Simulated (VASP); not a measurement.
A run of VASP 6.6.1 is set up as follows.

The input INCAR:

```
ALGO = Normal ; EDIFF = 1E-7
ENCUT = 520 ; GGA = PS
ISIF = 2 ; ISMEAR = 0
LASPH = True ; LCHARG = True
LELF = True ; LREAL = False
LVHAR = True ; LWAVE = False
NBANDS = 15 ; NELM = 100
PREC = Accurate ; SIGMA = 0.01
```

File KPOINTS:

```
k-points
0
Gamma
  6 6 6
```

The input POSCAR:

```
KBr
1.0
    0.0000000000      3.2745285651      3.2745285651
    3.2745285651      0.0000000000      3.2745285651
    3.2745285651      3.2745285651      0.0000000000
K Br
1 1
Direct
    0.0000000000      0.0000000000      0.0000000000
    0.5000000000      0.5000000000      0.5000000000
```

Potentials or basis: VASP PAW PBE potentials, release 64 (K_sv, Br).

The run is started by

```sh
$ cat potpaw_PBE.64/K_sv/POTCAR potpaw_PBE.64/Br/POTCAR > POTCAR
$ mpirun -np 1 vasp_std > vasp.out
```

Q: Estimate the pressure.

A: 0.1 GPa.

Q: Predict the band gap on the k mesh.

A: 4.34 eV.

Caveat: the PAW data sets were made with another functional, which shifts forces and pressure a little. PBEsol gaps usually lie below the measured ones, often by a third to a half.
